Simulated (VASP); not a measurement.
Set up this calculation in VASP 6.6.1, as the native input.

```
Task                   : single point
Functional             : PBE
Potentials or basis    : VASP PAW PBE potentials, release 64 (Hf_pv)
Cutoff                 : 520 eV
k mesh                 : 12 × 12 × 12
Occupations            : gaussian, width 0.05 eV
Spin                   : no spin polarisation
Dipole correction      : no
Further INCAR settings : ALGO = Normal; EDIFF = 1e-07; NBANDS = 22
```

The structure of Hf lies in POSCAR:

```
Hf
1.0
    4.9623295400      0.0000000000      0.0000000000
   -2.4811647700      4.2975034500      0.0000000000
    0.0000000000      0.0000000000      3.0862322500
Hf
3
Direct
    0.6666666700      0.3333333300      0.5000000000
    0.3333333300      0.6666666700      0.5000000000
    0.0000000000      0.0000000000      0.0000000000
```

This isn't the form of Hf at room conditions, which is hcp.

One way to write it, as run:

INCAR

```
PREC = Accurate
ENCUT = 520
EDIFF = 1E-7
ISMEAR = 0
SIGMA = 0.05
LREAL = False
LASPH = True
NELM = 60
ALGO = Normal
ISIF = 2
LWAVE = False
LCHARG = False
GGA = PE
NBANDS = 22
```

KPOINTS

```
regular mesh
0
Gamma
  12 12 12
```

Potentials or basis: VASP PAW PBE potentials, release 64 (Hf_pv).

Launch:

```sh
$ cat potpaw_PBE.64/Hf_pv/POTCAR > POTCAR
$ mpirun -np 1 vasp_std > vasp.out
```

Results of the run:

* Pressure: 1.4 GPa
* Band gap on the k mesh: zero (bands 15 and 16 overlap by 0.92 eV)

Caveat: spin-orbit coupling is left out, which moves the levels of the heavy elements.

It took 110 s on 1 thread of Intel(R) Xeon(R) Platinum 8488C (Sapphire Rapids), with other jobs on the host, peak memory 0.28 GiB.
